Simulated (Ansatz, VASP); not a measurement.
## Mg: VASP beside Ansatz

```
CELL_PARAMETERS angstrom
3.33764 0.00000 0.00000
-1.66882 2.89048 0.00000
0.00000 0.00000 5.21033
ATOMIC_POSITIONS crystal
Mg 0.33333 0.66667 0.25000
Mg 0.66667 0.33333 0.75000
```

Change from the starting cell: strain +0.040 along x and y, +0.000 along z, atoms carried along.

Alike in both runs: task single point; functional PBEsol; k mesh 18 × 18 × 10; occupations gaussian, width 0.15 eV; no spin polarisation.

```csv
,VASP,Ansatz
version,VASP 6.6.1,Ansatz 0.2.0
potentials or method,"VASP PAW PBE potentials, release 64 (Mg), cutoff 520 eV","scalar-relativistic, plane waves, PAW"
valence electrons in the cell,4,20
```

```tsv
	VASP	Ansatz	Ansatz less VASP
gap on the k mesh at the Fermi level (eV)	none	none	-
pressure (GPa)	-3.3	-3.2	+0.07
traceless stress, the component that is largest in VASP (GPa)	0.69	0.69	-0.002
```

VASP's potentials were made for PBE, not for PBEsol. A gap of «none» marks a metal or a gap that the smearing closes. VASP's potentials hold 4 valence electrons a cell and Ansatz's 20, so a difference there can come from the potentials and not from the codes.
